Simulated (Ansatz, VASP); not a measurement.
# Mo in VASP and in Ansatz

INCAR

```
SYSTEM = Mo
ALGO     = Normal         ! electronic algorithm
EDIFF    = 1E-6           ! SCF threshold, eV
ENCUT    = 520            ! plane-wave cutoff, eV
GGA      = PE             ! functional
ISIF     = 2              ! what is computed and relaxed
ISMEAR   = 0              ! smearing method
LASPH    = .TRUE.         ! aspherical terms in the spheres
LCHARG   = .TRUE.         ! write CHGCAR
LELF     = .TRUE.         ! ELF
LREAL    = .FALSE.        ! projectors in reciprocal space
LVHAR    = .TRUE.       
LWAVE    = .FALSE.        ! write WAVECAR
NBANDS   = 13             ! bands
NELM     = 60             ! most SCF steps
PREC     = Accurate       ! precision mode
SIGMA    = 0.15           ! smearing width, eV
```

Contents of KPOINTS:

```
k-points
0
G
  21 21 18
  0 0 0
```

POSCAR

```
Mo
1.0
    2.7355103972      0.0000000000      0.0000000000
   -1.3677551986      2.3690214963      0.0000000000
    0.0000000000      0.0000000000      2.6318361210
Mo
1
Direct
    0.0000000000      0.0000000000      0.5000000000
```

Input for Ansatz:

```yaml
crystal:
  lattice:
    - [2.7355103972, 0.0, 0.0]
    - [-1.3677551986, 2.3690214963, 0.0]
    - [0.0, 0.0, 2.631836121]
  atoms:
    - { symbol: Mo, position: [0.0, 0.0, 0.5] }
basis:
  ecutwfc: 420
kpoints:
  mp_grid: { grid: [21, 21, 18] }
hamiltonian:
  xc: pbe
scf:
  occupations: { method: gaussian, width: 0.15 }
output:
  forces: true
  stress: true
  eigenvalues: true
```

Change from the starting cell: strain +0.000 along x and y, +0.030 along z, atoms carried along.

Alike in both runs: task single point; functional PBE; k mesh 21 × 21 × 18; occupations gaussian, width 0.15 eV; no spin polarisation.

|  | VASP | Ansatz |
| --- | --- | --- |
| version | VASP 6.6.1 | Ansatz 0.2.0 |
| potentials or method | VASP PAW PBE potentials, release 64 (Mo_sv), cutoff 520 eV | scalar-relativistic, plane waves, PAW |
| valence electrons in the cell | 14 | 14 |

VASP gave:

```
gap on the k mesh at the Fermi level (eV)                     : none
pressure (GPa)                                                : -1.7
traceless stress, the component that is largest in VASP (GPa) : -9.79
```

Question: Estimate Ansatz's values.

Answer: gap on the k mesh at the Fermi level (eV): none; pressure (GPa): -2.1; traceless stress, the component that is largest in VASP (GPa): -9.81.

A gap of «none» marks a metal or a gap that the smearing closes.
